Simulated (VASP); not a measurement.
Here is a VASP 6.6.1 calculation.

INCAR

```
ALGO = Normal
EDIFF = 1E-6
ENCUT = 520
GGA = PE
ISIF = 2
ISMEAR = -1
LASPH = T
LCHARG = T
LELF = T
LREAL = Auto
LVHAR = T
LWAVE = F
NBANDS = 128
NELM = 60
PREC = Accurate
SIGMA = 0.1
```

Contents of KPOINTS:

```
k-points
0
Gamma
  2 2 2
```

POSCAR

```
LiGe16
1.0
    0.0000000000      5.6600000000      5.6600000000
    5.6600000000      0.0000000000      5.6600000000
    5.6600000000      5.6600000000      0.0000000000
Ge Li
16 1
Direct
    0.0023003725     -0.0025997626     -0.0025881869
    0.1313754726      0.1227733905      0.1227145519
    0.0023965789     -0.0020985647      0.5016983965
    0.1239915345      0.1278698363      0.6237970039
    0.0023657288      0.5018276970     -0.0021450965
    0.1239498403      0.6237909259      0.1279617708
   -0.0000799499      0.5002319943      0.5003234790
    0.1244271750      0.6242247812      0.6241806166
    0.5003712537     -0.0010613350     -0.0014669983
    0.6223411481      0.1222119393      0.1221690333
    0.4976260493     -0.0023729552      0.5017463220
    0.6235247610      0.1233021200      0.6294338063
    0.4975755901      0.5018672787     -0.0024130577
    0.6234046584      0.6298611196      0.1231209754
    0.4981140275      0.5019210750      0.5017589633
    0.6275584078      0.6239789866      0.6239421687
    0.7504581513      0.2479107731      0.2472369517
```

Potentials or basis: VASP PAW PBE potentials, release 64 (Ge_d, Li_sv).

Launch:

```sh
$ cat potpaw_PBE.64/Ge_d/POTCAR potpaw_PBE.64/Li_sv/POTCAR > POTCAR
$ mpirun -np 1 vasp_std > vasp.out
```

Task: Estimate the largest force.

Result: 0.033 eV/Å.

Task: What does it give for the band gap on the k mesh?

Result: Zero (an odd number of electrons rules out a gap without spin polarisation).

Forces in eV/Å, atoms in the order of the input:
```
Ge   0.010 -0.008 -0.008
Ge  -0.018 -0.010 -0.007
Ge  -0.003  0.015  0.008
Ge  -0.008  0.013 -0.010
Ge  -0.002  0.007  0.013
Ge  -0.009 -0.010  0.013
Ge  -0.004 -0.002 -0.002
Ge   0.009  0.006  0.006
Ge   0.000  0.000  0.000
Ge  -0.005  0.006  0.009
Ge  -0.012 -0.014 -0.001
Ge  -0.003  0.005 -0.020
Ge  -0.011  0.001 -0.013
Ge  -0.007 -0.019  0.004
Ge   0.023  0.001  0.003
Ge   0.013 -0.007 -0.008
Li   0.026  0.016  0.013
```

Caveat: the k points lie up to 0.48 Å⁻¹ apart, too coarse for converged energies and pressures of a metal; an odd number of electrons without spin polarisation forces a metal; a magnetic or distorted state may lie lower.
